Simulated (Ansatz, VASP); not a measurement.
One calculation of BaTiO3, two programs

INCAR

```
SYSTEM = BaTiO3
  PREC = Accurate
  ENCUT = 520
  EDIFF = 1E-8
  ISMEAR = -1
  SIGMA = 0.05
  LREAL = .FALSE.
  LASPH = .TRUE.
  NELM = 100
  ALGO = Normal
  ISIF = 2
  LWAVE = .FALSE.
  LCHARG = .FALSE.
  GGA = CA
  LEFG = .TRUE.
  NBANDS = 28
```

The input KPOINTS:

```
Automatic mesh
0
G
  8 8 8
  0 0 0
```

File POSCAR:

```
BaTiO3
1.0
    4.0858944633      0.0000000000      0.0000000000
    0.0000000000      4.0858944633      0.0000000000
    0.0000000000      0.0000000000      4.0858944633
Ba Ti O
1 1 3
Direct
    0.5000000000      0.5000000000      0.5000000000
    0.0000000000      0.0000000000      0.0000000000
    0.5000000000      0.0000000000      0.0000000000
    0.0000000000      0.5000000000      0.0000000000
    0.0000000000      0.0000000000      0.5000000000
```

Input for Ansatz:

```yaml
crystal:
  lattice:
    - [4.0858944633, 0.0, 0.0]
    - [0.0, 4.0858944633, 0.0]
    - [0.0, 0.0, 4.0858944633]
  atoms:
    - { symbol: Ba, position: [0.5, 0.5, 0.5] }
    - { symbol: Ti, position: [0.0, 0.0, 0.0] }
    - { symbol: O, position: [0.5, 0.0, 0.0] }
    - { symbol: O, position: [0.0, 0.5, 0.0] }
    - { symbol: O, position: [0.0, 0.0, 0.5] }
kpoints:
  mp_grid: { grid: [8, 8, 8] }
scf:
  occupations: { method: fermi_dirac, width: 0.05 }
hamiltonian:
  xc: lda
  pseudopotentials: { kind: all_electron, datasets: crystal }
output:
  forces: true
  stress: true
  eigenvalues: true
  efg: { contact_densities: true }
```

Change from the starting cell: volume scaled by 1.06, crystal datasets.

Alike in both runs: task electric field gradients; functional LDA; k mesh 8 × 8 × 8; occupations fermi-dirac, width 0.05 eV; no spin polarisation.

|  | VASP | Ansatz |
| --- | --- | --- |
| version | VASP 6.6.1 | Ansatz 0.2.0 |
| potentials or method | VASP PAW LDA potentials, release 64 (Ba_sv, Ti_sv, O), cutoff 520 eV | all-electron PAW with datasets made for the crystal, scalar-relativistic |

|  | VASP | Ansatz | Ansatz less VASP |
| --- | --- | --- | --- |
| pressure (GPa) | -15.5 | -17.1 | -1.58 |
| size of Vzz on the site where it differs most (V/Å²) | 26.7 | 26.8 | +0.14 |

LDA's correlation is that of Perdew and Zunger in VASP and of Perdew and Wang (1992) in Ansatz. Ansatz ran all-electron here, and VASP with PAW potentials.

Neither program's run includes spin-orbit coupling.
